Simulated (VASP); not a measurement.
# Mo in VASP: single point with LDA

Aim: the single point of Mo with LDA.

Everything below comes from runs of VASP 6.6.1. Logs are shortened: lines on timing, memory, paths and dates and some standing lists are left out, and cuts for length are marked.

### Step 1. The cell of the first run

The cell holds a slab with vacuum, 9 atoms: a = 3.112 Å, b = 3.112 Å, c = 28.446 Å, α = 90.00°, β = 90.00°, γ = 90.00°.

### Step 2. Single point, LDA

Contents of INCAR:

```
SYSTEM = Mo
  ALGO = Normal
  DIPOL = 0.5 0.5 0.500
  EDIFF = 1E-6
  ENCUT = 520
  IDIPOL = 3
  ISIF = 2
  ISMEAR = 1
  LASPH = .True.
  LCHARG = .True.
  LDIPOL = .True.
  LELF = .True.
  LREAL = .False.
  LVACPOTAV = .True.
  LVHAR = .True.
  LWAVE = .False.
  NBANDS = 73
  NELM = 100
  PREC = Accurate
  SIGMA = 0.1
```

Contents of KPOINTS:

```
k-points
0
Gamma
  11 11 1
  0 0 0
```

Contents of POSCAR:

```
Mo
1.0
    3.1115499610      0.0000000000      0.0000000000
    0.0000000000      3.1115499610      0.0000000000
    0.0000000000      0.0000000000     28.4461998440
Mo
9
Direct
    0.0000000000      0.0000000000      0.2870215140
    0.5000000000      0.5000000000      0.3347872600
    0.0000000000      0.0000000000      0.3909432299
    0.5000000000      0.5000000000      0.4455025393
    0.0000000000      0.0000000000      0.4999999972
    0.5000000000      0.5000000000      0.5544974641
    0.0000000000      0.0000000000      0.6090567610
    0.5000000000      0.5000000000      0.6652127452
    0.0000000000      0.0000000000      0.7129784892
```

Potentials or basis: VASP PAW LDA potentials, release 64 (Mo_sv).

The run is started by

```sh
$ cat potpaw_LDA.64/Mo_sv/POTCAR > POTCAR
$ mpirun -np 1 vasp_std > vasp.out
```

OUTCAR:

```text
SYSTEM = Mo
   EDIFF = 1E-6
   ENCUT = 520
   ISIF = 2
   ISMEAR = 1
   LASPH = .True.
   LREAL = .False.
   NELM = 100
   PREC = Accurate

 ion  position               nearest neighbor table
   1  0.000  0.000  0.287-   2 2.59   2 2.59   2 2.59   2 2.59   3 2.96
   2  0.500  0.500  0.335-   1 2.59   1 2.59   1 2.59   1 2.59   3 2.72   3 2.72   3 2.72   3 2.72
                             4 3.15
   3  0.000  0.000  0.391-   4 2.69   4 2.69   4 2.69   4 2.69   2 2.72   2 2.72   2 2.72   2 2.72
                             1 2.96   5 3.10
   4  0.500  0.500  0.446-   5 2.69   5 2.69   5 2.69   5 2.69   3 2.69   3 2.69   3 2.69   3 2.69
                             6 3.10   2 3.15
   5  0.000  0.000  0.500-   4 2.69   4 2.69   4 2.69   4 2.69   6 2.69   6 2.69   6 2.69   6 2.69
                             7 3.10   3 3.10
   6  0.500  0.500  0.554-   5 2.69   5 2.69   5 2.69   5 2.69   7 2.69   7 2.69   7 2.69   7 2.69
                             4 3.10   8 3.15
   7  0.000  0.000  0.609-   6 2.69   6 2.69   6 2.69   6 2.69   8 2.72   8 2.72   8 2.72   8 2.72
                             9 2.96   5 3.10
   8  0.500  0.500  0.665-   9 2.59   9 2.59   9 2.59   9 2.59   7 2.72   7 2.72   7 2.72   7 2.72
                             6 3.15
   9  0.000  0.000  0.713-   8 2.59   8 2.59   8 2.59   8 2.59   7 2.96

  LATTYP: Found a simple tetragonal cell.
 ALAT       =     3.1115499610
 C/A-ratio  =     9.1421317994

  Lattice vectors:

 A1 = (   3.1115499610,   0.0000000000,   0.0000000000)
 A2 = (   0.0000000000,   3.1115499610,   0.0000000000)
 A3 = (   0.0000000000,   0.0000000000,  28.4461998440)

Analysis of symmetry for initial positions (statically):
=====================================================================
 Subroutine PRICEL returns:
 Original cell was already a primitive cell.

 Routine SETGRP: Setting up the symmetry group for a
 simple tetragonal supercell.

 Subroutine GETGRP returns: Found 16 space group operations
 (whereof 16 operations were pure point group operations)
 out of a pool of 16 trial point group operations.

The static configuration has the point symmetry D_4h.

Analysis of symmetry for dynamics (positions and initial velocities):
=====================================================================
 Subroutine PRICEL returns:
 Original cell was already a primitive cell.

 Routine SETGRP: Setting up the symmetry group for a
 simple tetragonal supercell.

 Subroutine GETGRP returns: Found 16 space group operations
 (whereof 16 operations were pure point group operations)
 out of a pool of 16 trial point group operations.

The dynamic configuration has the point symmetry D_4h.

 Subroutine INISYM returns: Found 16 space group operations
 (whereof 16 operations are pure point group operations),
 and found     1 'primitive' translations

----------------------------------------------------------------------------------------

                                     Primitive cell

  volume of cell :     275.4088

  direct lattice vectors                    reciprocal lattice vectors
     3.111549961  0.000000000  0.000000000     0.321383237  0.000000000  0.000000000
     0.000000000  3.111549961  0.000000000     0.000000000  0.321383237  0.000000000
     0.000000000  0.000000000 28.446199844     0.000000000  0.000000000  0.035154081

  length of vectors
     3.111549961  3.111549961 28.446199844     0.321383237  0.321383237  0.035154081

  position of ions in fractional coordinates (direct lattice)
     0.000000000  0.000000000  0.287021514
     0.500000000  0.500000000  0.334787260
     0.000000000  0.000000000  0.390943230
     0.500000000  0.500000000  0.445502539
     0.000000000  0.000000000  0.499999997
     0.500000000  0.500000000  0.554497464
     0.000000000  0.000000000  0.609056761
     0.500000000  0.500000000  0.665212745
     0.000000000  0.000000000  0.712978489

  ion indices of the primitive-cell ions
   primitive index   ion index
                 1           1
                 2           2
                 3           3
                 4           4
                 5           5
                 6           6
                 7           7
                 8           8
                 9           9

----------------------------------------------------------------------------------------

 KPOINTS: k-points

Automatic generation of k-mesh.
 Grid dimensions read from file:
 generate k-points for:   11   11    1

 Generating k-lattice:

  Cartesian coordinates                     Fractional coordinates (reciprocal lattice)
     0.029216658  0.000000000  0.000000000     0.090909091  0.000000000  0.000000000
     0.000000000  0.029216658  0.000000000     0.000000000  0.090909091  0.000000000
     0.000000000  0.000000000  0.035154081     0.000000000  0.000000000  1.000000000

  Length of vectors
     0.029216658  0.029216658  0.035154081

  Shift w.r.t. Gamma in fractional coordinates (k-lattice)
     0.000000000  0.000000000  0.000000000

 Subroutine IBZKPT returns following result:
 ===========================================

 Found     21 irreducible k-points:

 Following reciprocal coordinates:
            Coordinates               Weight
  0.000000  0.000000  0.000000      1.000000
  0.090909  0.000000  0.000000      4.000000
  0.181818  0.000000  0.000000      4.000000
  0.272727  0.000000  0.000000      4.000000
  0.363636  0.000000  0.000000      4.000000
  0.454545  0.000000  0.000000      4.000000
[... 13 lines left out ...]
  0.454545  0.363636  0.000000      8.000000
  0.454545  0.454545  0.000000      4.000000
   k-points           NKPTS =     21   k-points in BZ     NKDIM =     21   number of bands    NBANDS=     73
   number of dos      NEDOS =    301   number of ions     NIONS =      9
   total plane-waves  NPLWV = 124416
   dimension x,y,z NGX =    24 NGY =   24 NGZ =  216
   dimension x,y,z NGXF=    48 NGYF=   48 NGZF=  432
   ions per type =               9
   NGX,Y,Z   is equivalent  to a cutoff of  12.82, 12.82, 12.62 a.u.
   NGXF,Y,Z  is equivalent  to a cutoff of  25.65, 25.65, 25.25 a.u.
 SYSTEM =  Mo
   PREC   = accura    normal or accurate (medium, high low for compatibility)
   ISTART =      0    job   : 0-new  1-cont  2-samecut
   ICHARG =      2    charge: 1-file 2-atom 10-const
   ISPIN  =      1    spin polarized calculation?
   LNONCOLLINEAR =      F non collinear calculations
   LSORBIT =      F    spin-orbit coupling
   LASPH  =      T    aspherical Exc in radial PAW
   ENCUT  =  520.0 eV  38.22 Ry    6.18 a.u.   5.79  5.79 52.89*2*pi/ulx,y,z
   NELM   =    100;   NELMIN=  2; NELMDL= -5     # of ELM steps
   EDIFF  = 0.1E-05   stopping-criterion for ELM
   LREAL  =      F    real-space projection
   EDIFFG = 0.1E-04   stopping-criterion for IOM
   NSW    =      0    number of steps for IOM
   IBRION =     -1    ionic relax: 0-MD 1-quasi-New 2-CG
   NFREE  =      0    steps in history (QN), initial steepest desc. (CG)
   ISIF   =      2    stress and relaxation
   ISYM   =      2    0-nonsym 1-usesym 2-fastsym
   POTIM  = 0.5000    time-step for ionic-motion
   TEBEG  =    0.0;   TEEND  =   0.0 temperature during run
   PSTRESS=    0.0 pullay stress
   NELECT =     126.0000    total number of electrons
   NUPDOWN=      -1.0000    fix difference up-down
   EMIN   =  10.00;   EMAX   =-10.00  energy-range for DOS
   EFERMI =   0.00;   METHOD = LEGACY
   ISMEAR =     1;   SIGMA  =   0.10  broadening in eV -4-tet -1-fermi 0-gaus
   EFERMI_NEDOS =   21; number of points for ismear=-14 and -15
   IALGO  =     38    algorithm
   IMIX   =      4    mixing-type and parameters
     AMIX     =   0.40;   BMIX     =  1.00
     AMIX_MAG =   1.60;   BMIX_MAG =  1.00
  volume/ion in A,a.u.               =      30.60       206.51
  Fermi-wavevector in a.u.,A,eV,Ry     =   1.261457  2.383808 21.650590  1.591273
  Thomas-Fermi vector in A             =   2.394915
   LORBIT       =      0    0 simple, 1 ext, 2 COOP (PROOUT), +10 PAW based schemes
   GGA     = CA    functional components
   LHFCALC =     F    Hartree Fock is set to
   AEXX    =    0.0000 exact exchange contribution
   IVDW    =     0    specifies the selected vdW correction
   LEPSILON=     F    determine dielectric tensor
   LRPA    =     F    only Hartree local field effects (RPA)
 non-spin polarized calculation
 Methfessel and Paxton  Order N= 1 SIGMA  =   0.10
  energy-cutoff  :      520.00
  volume of cell :      275.41
 maximum number of plane-waves:      7480
 NGX is ok and might be reduce to    24
   NGX = 11   NGY = 11   NGZ =105

 dipolmoment           0.000000      0.000000     -0.000000 electrons x Angstroem

 number of electron     125.9999982 magnetization

 dipolmoment           0.000000      0.000000      0.000000 electrons x Angstroem

 Free energy of the ion-electron system (eV)
  ---------------------------------------------------
  ext. energy  EPLUGINS =         0.00000000
  ---------------------------------------------------
  free energy    TOTEN  =      -104.76204110 eV

  energy without entropy =     -104.76067518  energy(sigma->0) =     -104.76158579

 E-fermi :   4.3231     XC(G=0):  -7.6118

 val. band max:        4.3210489115   @ k =   0.4545   0.0909   0.0000
 cond. band min:       4.3338059522   @ k =   0.3636   0.0909   0.0000
 fundamental gap:      0.0127570407
 Fermi energy:         4.3231127606

 k-point     1 :       0.0000    0.0000    0.0000
  band No.  band energies     occupation
      1     -56.6073      2.00000
      2     -56.5216      2.00000
      3     -56.4565      2.00000
      4     -56.3146      2.00000
      5     -56.2705      2.00000
      6     -56.1593      2.00000
[... 65 lines left out ...]
     72       5.3868     -0.00000
     73       5.8055     -0.00000

 k-point     2 :       0.0909    0.0000    0.0000
  band No.  band energies     occupation
      1     -56.5959      2.00000
      2     -56.5116      2.00000
      3     -56.4491      2.00000
      4     -56.3081      2.00000
      5     -56.2671      2.00000
      6     -56.1624      2.00000
[... 65 lines left out ...]
     72       5.4817     -0.00000
     73       5.8126     -0.00000

 k-point     3 :       0.1818    0.0000    0.0000
  band No.  band energies     occupation
      1     -56.5634      2.00000
      2     -56.4830      2.00000
      3     -56.4287      2.00000
      4     -56.2899      2.00000
      5     -56.2573      2.00000
      6     -56.1722      2.00000
[... 1357 lines left out ...]
     72       6.4383      0.00000
     73       6.6582      0.00000

 k-point    21 :       0.4545    0.4545    0.0000
  band No.  band energies     occupation
      1     -56.3821      2.00000
      2     -56.3224      2.00000
      3     -56.3209      2.00000
      4     -56.2399      2.00000
      5     -56.2268      2.00000
      6     -56.1798      2.00000
[... 65 lines left out ...]
     72       6.7028      0.00000
     73       6.7832      0.00000

------------------------ aborting loop because EDIFF is reached ----------------------------------------

  FORCE on cell =-STRESS in cart. coord.  units (eV):
  Direction    XX          YY          ZZ          XY          YZ          ZX
  --------------------------------------------------------------------------------------
  -------------------------------------------------------------------------------------
  Total       -2.6998906     -2.6998906      0.9489855      0.0000000      0.0000000      0.0000000
  in kB      -15.7064827    -15.7064827      5.5206772      0.0000000      0.0000000      0.0000000
  external PRESSURE =      -8.6307627 kB  Pullay stress =       0.0000000 kB

 VOLUME and BASIS-vectors are now :
 -----------------------------------------------------------------------------
  energy-cutoff  :      520.00
  volume of cell :      275.41
      direct lattice vectors                 reciprocal lattice vectors
     3.111549961  0.000000000  0.000000000     0.321383237  0.000000000  0.000000000
     0.000000000  3.111549961  0.000000000     0.000000000  0.321383237  0.000000000
     0.000000000  0.000000000 28.446199844     0.000000000  0.000000000  0.035154081

 POSITION                                       TOTAL-FORCE (eV/Angst)
 -----------------------------------------------------------------------------------
      0.00000      0.00000      8.16467         0.000000     -0.000000     -0.093155
      1.55577      1.55577      9.52343         0.000000      0.000000      0.014500
      0.00000      0.00000     11.12085         0.000000     -0.000000     -0.003511
      1.55577      1.55577     12.67285         0.000000     -0.000000      0.004958
      0.00000      0.00000     14.22310         0.000000     -0.000000      0.000000
      1.55577      1.55577     15.77335         0.000000     -0.000000     -0.004958
      0.00000      0.00000     17.32535         0.000000     -0.000000      0.003511
      1.55577      1.55577     18.92277        -0.000000      0.000000     -0.014500
      0.00000      0.00000     20.28153         0.000000      0.000000      0.093155
 -----------------------------------------------------------------------------------
    total drift:                                0.000000      0.000000      0.000001

  FREE ENERGIE OF THE ION-ELECTRON SYSTEM (eV)
  ---------------------------------------------------
  free  energy   TOTEN  =      -104.7620411016 eV

  energy  without entropy=     -104.7606751805  energy(sigma->0) =     -104.76158579

 vacuum level on the upper side and lower side of the slab         8.557         8.557
```

Run time: 25 min. Hardware: 1 thread of AMD EPYC 7R43 (Zen 3), shared host; peak memory 0.4 GiB.

What came out:

| Quantity | Value |
| --- | --- |
| Free energy | -104.7620 eV |
| Largest force | 0.093 eV/Å |
| Band gap on the k mesh | zero (bands 63 and 64 overlap by 1.79 eV) |

Forces on the atoms (eV/Å):
```
Mo   0.000  0.000 -0.093
Mo   0.000  0.000  0.015
Mo   0.000  0.000 -0.004
Mo   0.000  0.000  0.005
Mo   0.000  0.000  0.000
Mo   0.000  0.000 -0.005
Mo   0.000  0.000  0.004
Mo   0.000  0.000 -0.015
Mo   0.000  0.000  0.093
```

Levels at points of the mesh, in eV from the Fermi level:
```
           k point  band 59  band 60  band 61  band 62  band 63  band 64  band 65  band 66  band 67  band 68
(0.00, 0.00, 0.00)    -1.16    -0.76    -0.75    -0.75    -0.30    -0.30    -0.08    -0.08     0.02     0.06
```
